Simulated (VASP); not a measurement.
Here is a VASP 6.6.1 calculation.

INCAR

```
SYSTEM = Pb
PREC = Accurate ; ENCUT = 520
EDIFF = 1E-7 ; ISMEAR = -1
SIGMA = 0.05 ; LREAL = .FALSE.
LASPH = .TRUE. ; NELM = 80
ALGO = Normal ; ISIF = 2
LWAVE = .FALSE. ; LCHARG = .FALSE.
GGA = PS ; NBANDS = 36
```

KPOINTS

```
regular mesh
0
G
  7 7 2
  0 0 0
```

The input POSCAR:

```
Pb
1.0
    3.5243661423      0.0000000000      0.0000000000
   -1.7621830712      3.0521906115      0.0000000000
    0.0000000000      0.0000000000     11.9550514824
Pb
4
Direct
    0.6666666667      0.3333333333      0.7500000000
    0.0000000000      0.0000000000      0.5000000000
    0.3333333333      0.6666666667      0.2500000000
    0.0000000000      0.0000000000      0.0000000000
```

Potentials or basis: VASP PAW PBE potentials, release 64 (Pb_d).

Launch:

```sh
$ cat potpaw_PBE.64/Pb_d/POTCAR > POTCAR
$ mpirun -np 1 vasp_std > vasp.out
```

Task: Predict the pressure.

Result: -2.7 GPa.

Task: Predict the band gap on the k mesh.

Result: Zero (band 28 reaches 12.12 eV, above the bottom of band 29 at 5.29 eV).

Stress tensor (GPa, compression positive):
```
-1.89  0.00  0.00
 0.00 -1.89  0.00
 0.00  0.00 -4.29
```

Caveat: the PAW data sets were made with another functional, which shifts forces and pressure a little; spin-orbit coupling is left out, which moves the levels of the heavy elements.
